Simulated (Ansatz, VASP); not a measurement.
# Two plane-wave programs on SrCl2

```
Sr Cl
1.0
     0.00000    3.49772    3.49772
     3.41028    0.00000    3.49772
     3.41028    3.49772    0.00000
Sr Cl
1 2
Direct
  0.00000 0.00000 0.00000
  0.25000 0.25000 0.25000
  0.75000 0.75000 0.75000
```

Change from the starting cell: uniaxial_x strain -2.5%.

Alike in both runs: task single point; functional PBE; k mesh 6 × 6 × 6; occupations fermi-dirac, width 0.02 eV; no spin polarisation.

```csv
,VASP,Ansatz
version,VASP 6.6.1,Ansatz 0.2.0
potentials or method,"VASP PAW PBE potentials, release 64 (Sr_sv, Cl)","plane waves, PAW"
plane-wave cutoff (eV),520,420
valence electrons in the cell,24,24
```

Ansatz gave:

| Quantity | Value |
| --- | --- |
| gap on the k mesh at the Fermi level (eV) | 5.28 |
| pressure (GPa) | 1.7 |
| traceless stress, the component that is largest in VASP (GPa) | 0.91 |

Problem. What did VASP give for the same quantities?

Solution. gap on the k mesh at the Fermi level (eV): 5.27; pressure (GPa): 1.8; traceless stress, the component that is largest in VASP (GPa): 0.90.
